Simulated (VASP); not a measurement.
A run of VASP 6.6.1:

Contents of INCAR:

```
SYSTEM = ZnS
  PREC = Accurate
  ENCUT = 520
  EDIFF = 1E-7
  ISMEAR = 0
  SIGMA = 0.02
  LREAL = .False.
  LASPH = .True.
  NELM = 60
  ALGO = Normal
  ISIF = 2
  LWAVE = .False.
  LCHARG = .False.
  GGA = CA
  NBANDS = 16
```

The input KPOINTS:

```
Automatic mesh
0
Gamma
  8 8 8
  0 0 0
```

POSCAR

```
ZnS
1.0
    0.0000000000      2.6484058331      2.6484058331
    2.6484058331      0.0000000000      2.6484058331
    2.6484058331      2.6484058331      0.0000000000
Zn S
1 1
Direct
    0.0000000000      0.0000000000      0.0000000000
    0.7500000000      0.7500000000      0.7500000000
```

Potentials or basis: VASP PAW LDA potentials, release 64 (Zn, S).

Command:

```console
$ cat potpaw_LDA.64/Zn/POTCAR potpaw_LDA.64/S/POTCAR > POTCAR
$ mpirun -np 1 vasp_std > vasp.out
```

Hardware: 1 thread of Intel(R) Xeon(R) 6975P-C (Granite Rapids) (shared host).

Question: Estimate the wall time of this run.

Answer: It took 6.4 s on 1 thread of Intel(R) Xeon(R) 6975P-C (Granite Rapids) (shared host), peak memory 0.14 GiB. Counts: scf iterations 13, k points 29.
